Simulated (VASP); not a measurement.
## Mo: single point with r2SCAN

The system is Mo.

```
Mo
1.0
     2.73551    0.00000    0.00000
    -1.36776    2.36902    0.00000
     0.00000    0.00000    2.51685
Mo
1
Direct
  0.00000 0.00000 0.50000
```

This cell differs from its parent crystal: strain +0.000 along x and y, -0.015 along z.

```
Program             : VASP 6.6.1
Task                : single point
Functional          : r2SCAN
Potentials or basis : VASP PAW PBE potentials, release 64 (Mo_sv)
Cutoff              : 520 eV
k mesh              : 18 × 18 × 18
Occupations         : gaussian, width 0.15 eV
Spin                : no spin polarisation
```

- Pressure: 5.0 GPa
- Band gap on the k mesh: zero (band 7 reaches 12.72 eV, above the bottom of band 8 at 10.79 eV)

Stress tensor (GPa, compression positive):
```
4.93 0.00 0.00
0.00 4.93 0.00
0.00 0.00 5.24
```

Levels at points of the mesh, in eV from the Fermi level:
```tsv
k point	band 3	band 4	band 5	band 6	band 7	band 8	band 9	band 10	band 11	band 12
(0.00, 0.00, 0.00)	-35.47	-35.30	-7.20	-4.78	-0.96	-0.96	4.55	4.55	13.45	17.34
(0.50, 0.00, 0.00)	-35.82	-35.14	-5.25	-3.51	0.97	1.41	3.88	4.59	10.71	14.21
(0.00, 0.00, 0.50)	-35.28	-35.28	-3.84	-0.03	-0.03	0.04	0.84	0.84	11.10	16.96
(0.50, 0.00, 0.50)	-36.66	-35.60	-5.67	-3.51	-0.48	4.98	6.38	6.82	7.76	17.27
```

Wall time 97 s on 1 thread of Intel(R) Xeon(R) 6975P-C (Granite Rapids) (shared host), peak memory 0.18 GiB.

Caveat: the cell differs from its parent crystal (strain +0.000 along x and y, -0.015 along z); the PAW data sets were made with another functional, which shifts forces and pressure a little.
